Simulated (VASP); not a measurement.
MoS2:

```
Mo S
1.0
     3.16900    0.00000    0.00000
    -1.58450    2.74444    0.00000
     0.00000    0.00000   12.32400
Mo S
2 4
Direct
  0.33333 0.66667 0.25000
  0.66667 0.33333 0.75000
  0.33333 0.66667 0.62300
  0.66667 0.33333 0.12300
  0.33333 0.66667 0.87700
  0.66667 0.33333 0.37700
```

Base run:

| Property | Result |
| --- | --- |
| Program | VASP 6.6.1 |
| Functional | PBE |
| Potentials or basis | VASP PAW PBE potentials, release 64 (Mo_sv, S) |
| Cutoff | 520 eV |
| k mesh | 10 × 10 × 3 |
| Occupations | gaussian, width 0.15 eV |
| Spin | no spin polarisation |

Its results: band gap on the k mesh 0.94 eV (least direct gap 1.87 eV); pressure 1.8 GPa; largest force 0.078 eV/Å.

Task: The run is repeated on the same cell with these changes: k mesh from 10 × 10 × 3 to 8 × 8 × 2. What comes out?

Result: Band gap on the k mesh 0.99 eV (least direct gap 1.94 eV); pressure 1.9 GPa; largest force 0.078 eV/Å.

Caveats: this functional lacks dispersion, which binds the layers, so the pressure and a relaxed spacing across them are unreliable; an odd mesh through Γ misses points on the zone boundary, where band edges can lie (at least some runs).
